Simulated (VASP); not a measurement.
# Cu (P6_3/mmc) in VASP: notebook, part 2 of 2

VASP 6.6.1.

## (3) Relaxation of cell and atoms, PBE

This run uses another cell than the first one, of 11.76 Å³/atom, 0.982 times its volume.

INCAR reads:

```
ALGO = Normal
EDIFF = 1E-6
EDIFFG = -0.03
ENCUT = 600
GGA = PE
IBRION = 2
ISIF = 3
ISMEAR = 0
LASPH = T
LCHARG = F
LREAL = F
LWAVE = F
NELM = 100
NSW = 80
PREC = Accurate
SIGMA = 0.05
```

KPOINTS reads:

```
k-points
0
Gamma
  8 8 6
```

POSCAR reads:

```
Cu
1.0
    2.5524804075      0.0000000000      0.0000000000
   -1.2762402038      2.2105128756      0.0000000000
    0.0000000000      0.0000000000      4.1690513323
Cu
2
Direct
    0.3333333333      0.6666666667      0.7500000000
    0.6666666667      0.3333333333      0.2500000000
```

Potentials or basis: VASP PAW PBE potentials, release 64 (Cu).

On the command line:

```console
cat potpaw_PBE.64/Cu/POTCAR > POTCAR
mpirun -np 1 vasp_std > vasp.out
```

Run time: 67 s. Hardware: 1 thread of AMD EPYC 7R43 (Zen 3), shared host; peak memory 0.11 GiB.

It converged, with:

```
Free energy                            : -7.4127 eV
Relaxed volume                         : 12.04 Å³/atom
Relaxed cell                           : a = 2.580 Å, b = 2.580 Å, c = 4.176 Å, α = 90.00°, β = 90.00°, γ = 120.00°
Space group after relaxing (to 0.05 Å) : P6_3/mmc (No. 194)
Energy gained by relaxing              : 3.2 meV/atom
Ionic steps                            : 5
Pressure after relaxing                : -0.2 GPa
Band gap on the k mesh                 : zero (band 11 reaches 10.37 eV, above the bottom of band 12 at 5.42 eV)
```

Stress tensor (GPa, compression positive):
```
-0.08  0.00  0.00
 0.00 -0.08  0.00
 0.00  0.00 -0.38
```

The path:
| step | energy change (eV) | largest force (eV/Å) | pressure (GPa) | volume (Å³) |
| --- | --- | --- | --- | --- |
| 1 | 0.0000 | 0.0000 | 3.28 | 23.52 |
| 2 | -0.0049 | 0.0000 | -1.56 | 24.35 |
| 3 | -0.0061 | 0.0000 | -0.14 | 24.09 |
| 4 | -0.0061 | 0.0000 | -0.17 | 24.10 |
| 5 | -0.0064 | 0.0000 | -0.18 | 24.08 |

Final structure:
```
Cu
1.0
     2.58024    0.00000    0.00000
    -1.29012    2.23455    0.00000
     0.00000    0.00000    4.17604
Cu
2
Direct
  0.33333 0.66667 0.75000
  0.66667 0.33333 0.25000
```

Levels at points of the mesh, in eV from the Fermi level:
```tsv
k point	band 7	band 8	band 9	band 10	band 11	band 12	band 13	band 14	band 15
(0.00, 0.00, 0.00)	-2.67	-2.43	-2.43	-1.68	-1.68	-0.83	3.82	21.11	21.29
(0.50, 0.00, 0.00)	-2.62	-1.60	-1.53	-1.50	0.02	1.52	7.74	8.12	10.63
(0.00, 0.00, 0.50)	-2.92	-2.92	-1.89	-1.89	-1.89	-1.89	12.55	12.55	21.80
(0.50, 0.00, 0.50)	-1.84	-1.84	-1.54	-1.54	0.54	0.54	4.74	4.74	15.84
```

## (4) Single point, PBE, non-collinear spin, zero start, spin-orbit coupling

INCAR reads:

```
  ALGO = Normal
  EDIFF = 1E-7
  ENCUT = 520
  GGA = PE
  GGA_COMPAT = F
  ISIF = 2
  ISMEAR = 0
  LASPH = T
  LCHARG = T
  LMAXMIX = 4
  LORBIT = 11
  LORBMOM = T
  LREAL = F
  LSORBIT = T
  LVHAR = T
  LWAVE = F
  MAGMOM = 0 0 0 0 0 0
  NBANDS = 34
  NELM = 150
  PREC = Accurate
  SIGMA = 0.05
```

KPOINTS reads:

```
k-points
0
Gamma
  18 18 10
```

POSCAR reads:

```
Cu
1.0
    2.5687789340      0.0000000000      0.0000000000
   -1.2843894670      2.2246278135      0.0000000000
    0.0000000000      0.0000000000      4.1918958398
Cu
2
Direct
    0.3333333333      0.6666666667      0.7500000000
    0.6666666667      0.3333333333      0.2500000000
```

Potentials or basis: VASP PAW PBE potentials, release 64 (Cu).

On the command line:

```console
cat potpaw_PBE.64/Cu/POTCAR > POTCAR
mpirun -np 1 vasp_ncl > vasp.out
```

OUTCAR:

```text
EDIFF = 1E-7
   ENCUT = 520
   GGA = PE
   ISIF = 2
   ISMEAR = 0
   LASPH = T
   LORBIT = 11
   LREAL = F
   LSORBIT = T
   NELM = 150
   PREC = Accurate

 ion  position               nearest neighbor table
   1  0.333  0.667  0.750-   2 2.57   2 2.57   2 2.57   2 2.57   2 2.57   2 2.57
   2  0.667  0.333  0.250-   1 2.57   1 2.57   1 2.57   1 2.57   1 2.57   1 2.57

  LATTYP: Found a hexagonal cell.
 ALAT       =     2.5687789340
 C/A-ratio  =     1.6318632111

  Lattice vectors:

 A1 = (   2.5687789340,   0.0000000000,   0.0000000000)
[... 1186 lines left out ...]
     0.0000000    -0.0011085     0.0000000    -0.0011085     0.0000000
    -0.0003663    -0.0003664    -0.0011085     0.0000000    -0.0003663
    -0.0014602    -0.0003663     0.0000000    -0.0003663     0.0000000
 l=   3
     0.0000000     0.0000000     0.0000000     0.0000000     0.0000000     0.0000000     0.0000000
     0.0000000     0.0000000     0.0000000     0.0000000     0.0000000     0.0000000     0.0000000
     0.0000000     0.0000000     0.0000000     0.0000000     0.0000000     0.0000000     0.0000000
     0.0000000     0.0000000     0.0000000     0.0000000     0.0000000     0.0000000     0.0000000
     0.0000000     0.0000000     0.0000000     0.0000000     0.0000000     0.0000000     0.0000000
     0.0000000     0.0000000     0.0000000     0.0000000     0.0000000     0.0000000     0.0000000
     0.0000000     0.0000000     0.0000000     0.0000000     0.0000000     0.0000000     0.0000000

 total charge

# of ion       s       p       d       tot
------------------------------------------
    1        0.443   0.372   9.172   9.987
    2        0.443   0.372   9.172   9.987
--------------------------------------------------
tot          0.886   0.744  18.344  19.974

 magnetization (x)

# of ion       s       p       d       tot
------------------------------------------
    1        0.000  -0.000   0.000  -0.000
    2        0.000   0.000   0.000   0.000
--------------------------------------------------
tot          0.000   0.000   0.000   0.000

 magnetization (y)

# of ion       s       p       d       tot
------------------------------------------
    1        0.000  -0.000   0.000   0.000
    2        0.000  -0.000   0.000   0.000
--------------------------------------------------
tot          0.000  -0.000   0.000   0.000

 magnetization (z)

# of ion       s       p       d       tot
------------------------------------------
    1        0.000   0.000   0.000   0.000
    2        0.000   0.000   0.000   0.000
--------------------------------------------------
tot          0.000   0.000   0.000   0.000
```

OSZICAR:

```text
N       E                     dE             d eps       ncg     rms          rms(c)
DAV:   1     0.171471378185E+03    0.17147E+03   -0.95119E+03 16008   0.232E+03
DAV:   2     0.989822390960E+01   -0.16157E+03   -0.15284E+03 15096   0.367E+02
DAV:   3    -0.870045691876E+01   -0.18599E+02   -0.17371E+02 16294   0.158E+02
DAV:   4    -0.924611437199E+01   -0.54566E+00   -0.54378E+00 17542   0.363E+01
DAV:   5    -0.925281594216E+01   -0.67016E-02   -0.67007E-02 18872   0.394E+00    0.109E+01
DAV:   6    -0.819612779275E+01    0.10567E+01   -0.11900E+01 17518   0.103E+02    0.566E+00
DAV:   7    -0.746871479534E+01    0.72741E+00   -0.25063E+00 17736   0.443E+01    0.685E-01
DAV:   8    -0.745370886075E+01    0.15006E-01   -0.39583E-02 19928   0.314E+00    0.549E-01
DAV:   9    -0.744842907199E+01    0.52798E-02   -0.99097E-03 17914   0.293E+00    0.293E-02
DAV:  10    -0.744848382687E+01   -0.54755E-04   -0.48298E-04 18734   0.319E-01    0.162E-02
DAV:  11    -0.744848716284E+01   -0.33360E-05   -0.14251E-05 23586   0.766E-02    0.841E-03
DAV:  12    -0.744848577104E+01    0.13918E-05   -0.15464E-06 19966   0.369E-02    0.141E-03
DAV:  13    -0.744848648999E+01   -0.71894E-06   -0.18527E-07 14254   0.803E-03    0.666E-04
DAV:  14    -0.744848651441E+01   -0.24420E-07   -0.31978E-08  9002   0.404E-03
   1 F= -.74484865E+01 E0= -.74478254E+01  d E =-.132231E-02  mag=     0.0000     0.0000     0.0000
```

stdout:

```text
POSCAR found type information on POSCAR Cu
 POSCAR found :  1 types and       2 ions
 scaLAPACK will be used
 LDA part: xc-table for (Slater+PW92), standard interpolation
 POSCAR, INCAR and KPOINTS ok, starting setup
 FFT: planning ... GRIDC
 FFT: planning ... GRID_SOFT
 FFT: planning ... GRID
 WAVECAR not read
 entering main loop
```

Run time: 7.3 min. Hardware: 1 thread of AMD EPYC 7R43 (Zen 3), shared host; peak memory 0.33 GiB.

What came out:

```yaml
Free_energy: -7.4485 eV
Pressure: 0.5 GPa
Net_moment: 0.00 μB per cell
Valence_electrons_inside_the_program's_atomic_spheres: Cu 9.99
```

Moments on the atoms (μB; x, y, z):
```
Cu  0.00 0.00 0.00
Cu  0.00 0.00 0.00
```

## (5) Summary

| task | spin | cell | k mesh | cutoff (eV) | gap on the mesh (eV) | pressure (GPa) |
| --- | --- | --- | --- | --- | --- | --- |
| single point | off | a = 2.576, b = 2.576, c = 4.168 Å, angles 90.0, 90.0, 120.0°, 2 atoms | 8 × 8 × 6 | 520 | none | 0.8 |
| relaxation of cell and atoms | off | relaxed from a = 2.552, b = 2.552, c = 4.169 Å, angles 90.0, 90.0, 120.0°, 2 atoms | 8 × 8 × 6 | 600 | none | -0.2 |
| single point | non-collinear, zero start, SOC | a = 2.569, b = 2.569, c = 4.192 Å, angles 90.0, 90.0, 120.0°, 2 atoms | 18 × 18 × 10 | 520 | - | 0.5 |

Alike in all rows: level PBE; potentials or basis VASP PAW PBE potentials, release 64 (Cu); smearing gaussian 0.05 eV.

Absolute energies hang on the potentials; compare differences alone.
